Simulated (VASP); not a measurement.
Input of a VASP 6.6.1 run:

The input POSCAR:

```
Si
1.0
   -3.3273296642      3.3273296642      1.9218805225
    3.3273296642     -3.3273296642      1.9218805225
    3.3273296642      3.3273296642     -1.9218805225
Si
4
Direct
    0.1787531991      0.1787531991      0.3575063982
    0.8212468009      0.8212468009      0.6424936018
    0.1787531991      0.8212468009      0.0000000000
    0.8212468009      0.1787531991      0.0000000000
```

The input INCAR.step1:

```
PREC     = Accurate       # precision mode
ENCUT    = 520            # plane-wave cutoff, eV
ISMEAR   = 0              # smearing method
SIGMA    = 0.02           # smearing width, eV
LREAL    = F              # projectors in reciprocal space
LASPH    = T              # aspherical terms in the spheres
NELM     = 100            # most SCF steps
NBANDS   = 16             # bands
GGA      = PE             # functional
ALGO     = Normal         # electronic algorithm
EDIFF    = 1E-4           # SCF threshold, eV
LWAVE    = T              # write WAVECAR
LCHARG   = F              # write CHGCAR
```

Contents of INCAR.step2:

```
PREC     = Accurate       # precision mode
ENCUT    = 520            # plane-wave cutoff, eV
EDIFF    = 1E-6           # SCF threshold, eV
ISMEAR   = 0              # smearing method
SIGMA    = 0.02           # smearing width, eV
LREAL    = F              # projectors in reciprocal space
LASPH    = T              # aspherical terms in the spheres
NELM     = 100            # most SCF steps
ALGO     = Normal         # electronic algorithm
ISIF     = 2              # what is computed and relaxed
LWAVE    = F              # write WAVECAR
LCHARG   = F              # write CHGCAR
METAGGA  = R2SCAN         # meta-GGA
LMIXTAU  = T            
NBANDS   = 16             # bands
ISTART   = 1
```

Contents of KPOINTS:

```
regular mesh
0
Gamma
  10 10 10
```

Potentials or basis: VASP PAW PBE potentials, release 64 (Si).

Launch:

```sh
$ cat potpaw_PBE.64/Si/POTCAR > POTCAR
$ cp INCAR.step1 INCAR
$ mpirun -np 1 vasp_std > vasp.out
$ cp INCAR.step2 INCAR
$ mpirun -np 1 vasp_std > vasp.out
```

Problem. What does it give for the pressure?

Solution. -0.2 GPa.

Problem. Predict the band gap on the k mesh.

Solution. 0.50 eV (least direct gap 0.60 eV).

Forces in eV/Å, atoms in the order of the input:
```
Si   0.003  0.003  0.000
Si  -0.003 -0.003  0.000
Si  -0.003  0.003  0.000
Si   0.003 -0.003  0.000
```

Caveat: the PAW data sets were made with another functional, which shifts forces and pressure a little. A k mesh can miss the band edges.
